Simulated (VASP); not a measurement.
# ZnS7 (P4mm) in VASP: a series of runs, part 2 of 2

VASP 6.6.1. Earlier steps stand in the parts before.

## 3. Single point, PBE

This run uses another cell than the first one, of 24.56 Å³/atom.

INCAR

```
SYSTEM = ZnS7
ALGO = Normal
EDIFF = 1E-6
ENCUT = 520
GGA = PE
ISIF = 2
ISMEAR = 0
LASPH = .TRUE.
LCHARG = .FALSE.
LREAL = .FALSE.
LWAVE = .FALSE.
NBANDS = 37
NELM = 60
PREC = Accurate
SIGMA = 0.1
```

KPOINTS

```
k-points
0
G
  6 6 4
  0 0 0
```

POSCAR

```
ZnS7
1.0
    4.7877277897      0.0000000000      0.0000000000
    0.0000000000      4.7877277897      0.0000000000
    0.0000000000      0.0000000000      8.5707617919
Zn S
1 7
Direct
    0.0000000000      0.0000000000      0.4611509845
    0.5000000000      0.0000000000      0.5056199695
    0.0000000000      0.5000000000      0.5056199695
    0.2756827031      0.2756827031      0.0405077238
    0.7243172969      0.7243172969      0.0405077238
    0.7243172969      0.2756827031      0.0405077238
    0.2756827031      0.7243172969      0.0405077238
    0.5000000000      0.5000000000      0.5701161016
```

Potentials or basis: VASP PAW PBE potentials, release 64 (Zn, S).

Started as:

```console
$ cat potpaw_PBE.64/Zn/POTCAR potpaw_PBE.64/S/POTCAR > POTCAR
$ mpirun -np 1 vasp_std > vasp.out
```

OUTCAR:

```text
SYSTEM = ZnS7
   EDIFF = 1E-6
   ENCUT = 520
   GGA = PE
   ISIF = 2
   ISMEAR = 0
   LASPH = .TRUE.
   LREAL = .FALSE.
   NELM = 60
   PREC = Accurate

 ion  position               nearest neighbor table
   1  0.000  0.000  0.461-   2 2.42   3 2.42   3 2.42   2 2.42
   2  0.500  0.000  0.506-   1 2.42   1 2.42   8 2.46   8 2.46
   3  0.000  0.500  0.506-   1 2.42   1 2.42   8 2.46   8 2.46
   4  0.276  0.276  0.041-   6 2.15   7 2.15   7 2.64   6 2.64
   5  0.724  0.724  0.041-   6 2.15   7 2.15   7 2.64   6 2.64
   6  0.724  0.276  0.041-   4 2.15   5 2.15   4 2.64   5 2.64
   7  0.276  0.724  0.041-   4 2.15   5 2.15   4 2.64   5 2.64
   8  0.500  0.500  0.570-   2 2.46   3 2.46   2 2.46   3 2.46

  LATTYP: Found a simple tetragonal cell.
 ALAT       =     4.7877277897
 C/A-ratio  =     1.7901522744

  Lattice vectors:

 A1 = (   4.7877277897,   0.0000000000,   0.0000000000)
 A2 = (   0.0000000000,   4.7877277897,   0.0000000000)
 A3 = (   0.0000000000,   0.0000000000,   8.5707617919)

Analysis of symmetry for initial positions (statically):
=====================================================================
 Subroutine PRICEL returns:
 Original cell was already a primitive cell.

 Routine SETGRP: Setting up the symmetry group for a
 simple tetragonal supercell.

 Subroutine GETGRP returns: Found  8 space group operations
 (whereof  8 operations were pure point group operations)
 out of a pool of 16 trial point group operations.

The static configuration has the point symmetry C_4v.

Analysis of symmetry for dynamics (positions and initial velocities):
=====================================================================
 Subroutine PRICEL returns:
 Original cell was already a primitive cell.

 Routine SETGRP: Setting up the symmetry group for a
 simple tetragonal supercell.

 Subroutine GETGRP returns: Found  8 space group operations
 (whereof  8 operations were pure point group operations)
[... 133 lines left out ...]
     AMIX     =   0.40;   BMIX     =  1.00
     AMIX_MAG =   1.60;   BMIX_MAG =  1.00
  volume/ion in A,a.u.               =      24.56       165.72
  Fermi-wavevector in a.u.,A,eV,Ry     =   1.064421  2.011463 15.415284  1.132991
  Thomas-Fermi vector in A             =   2.199939
   LORBIT       =      0    0 simple, 1 ext, 2 COOP (PROOUT), +10 PAW based schemes
   GGA     = PE    functional components
   LHFCALC =     F    Hartree Fock is set to
   AEXX    =    0.0000 exact exchange contribution
   IVDW    =     0    specifies the selected vdW correction
   LEPSILON=     F    determine dielectric tensor
   LRPA    =     F    only Hartree local field effects (RPA)
 non-spin polarized calculation
 Gauss-broadening in eV      SIGMA  =   0.10
  energy-cutoff  :      520.00
  volume of cell :      196.46
 maximum number of plane-waves:      5344
 NGX is ok and might be reduce to    36
   NGX = 17   NGY = 17   NGZ = 31

 number of electron      54.0000044 magnetization

 Free energy of the ion-electron system (eV)
  ---------------------------------------------------
  ext. energy  EPLUGINS =         0.00000000
  ---------------------------------------------------
  free energy    TOTEN  =       -27.90301685 eV

  energy without entropy =      -27.84966143  energy(sigma->0) =      -27.87633914

 E-fermi :   2.5238     XC(G=0):  -8.3857

 val. band max:        2.5089938780   @ k =   0.5000   0.0000   0.0000
 cond. band min:       2.5560357603   @ k =   0.5000   0.0000   0.0000
 fundamental gap:      0.0470418823
 Fermi energy:         2.5237537524

 k-point     1 :       0.0000    0.0000    0.0000
  band No.  band energies     occupation
      1     -14.9883      2.00000
      2     -12.3857      2.00000
      3     -10.6415      2.00000
      4     -10.6415      2.00000
      5      -9.3878      2.00000
      6      -7.5434      2.00000
[... 949 lines left out ...]
     36       8.5260      0.00000
     37       8.6306      0.00000

 [... further k-points ...]
[... 5 lines left out ...]
  --------------------------------------------------------------------------------------
  -------------------------------------------------------------------------------------
  Total       -0.2947061     -0.2947061     -0.0402968      0.0000000      0.0000000      0.0000000
  in kB       -2.4033745     -2.4033745     -0.3286267      0.0000000      0.0000000      0.0000000
  external PRESSURE =      -1.7117919 kB  Pullay stress =       0.0000000 kB

 VOLUME and BASIS-vectors are now :
 -----------------------------------------------------------------------------
  energy-cutoff  :      520.00
  volume of cell :      196.46
      direct lattice vectors                 reciprocal lattice vectors
     4.787727790  0.000000000  0.000000000     0.208867347  0.000000000  0.000000000
     0.000000000  4.787727790  0.000000000     0.000000000  0.208867347  0.000000000
     0.000000000  0.000000000  8.570761792     0.000000000  0.000000000  0.116675743

 POSITION                                       TOTAL-FORCE (eV/Angst)
 -----------------------------------------------------------------------------------
      0.00000      0.00000      3.95242        -0.000000      0.000000      0.005144
      2.39386      0.00000      4.33355         0.000000     -0.000000      0.004049
      0.00000      2.39386      4.33355         0.000000      0.000000      0.004049
      1.31989      1.31989      0.34718         0.064315      0.064315      0.000202
      3.46783      3.46783      0.34718        -0.064315     -0.064315      0.000202
      3.46783      1.31989      0.34718        -0.064315      0.064315      0.000202
      1.31989      3.46783      0.34718         0.064315     -0.064315      0.000202
      2.39386      2.39386      4.88633         0.000000     -0.000000     -0.014052
 -----------------------------------------------------------------------------------
    total drift:                               -0.000000     -0.000000     -0.000302

  FREE ENERGIE OF THE ION-ELECTRON SYSTEM (eV)
  ---------------------------------------------------
  free  energy   TOTEN  =       -27.9030168474 eV

  energy  without entropy=      -27.8496614272  energy(sigma->0) =      -27.87633914
```

Wall time 5 min (1 thread of Intel Xeon Platinum 8259CL at 2.50GHz (Skylake/Cascade Lake), shared host); peak memory 0.37 GiB.

Results:

```
Free energy            : -27.9030 eV
Pressure               : -0.2 GPa
Largest force          : 0.091 eV/Å
Band gap on the k mesh : zero (bands 27 and 28 overlap by 1.04 eV)
```

Forces in eV/Å, atoms in the order of the input:
```
Zn   0.000  0.000  0.005
S    0.000  0.000  0.004
S    0.000  0.000  0.004
S    0.064  0.064  0.000
S   -0.064 -0.064  0.000
S   -0.064  0.064  0.000
S    0.064 -0.064  0.000
S    0.000  0.000 -0.014
```
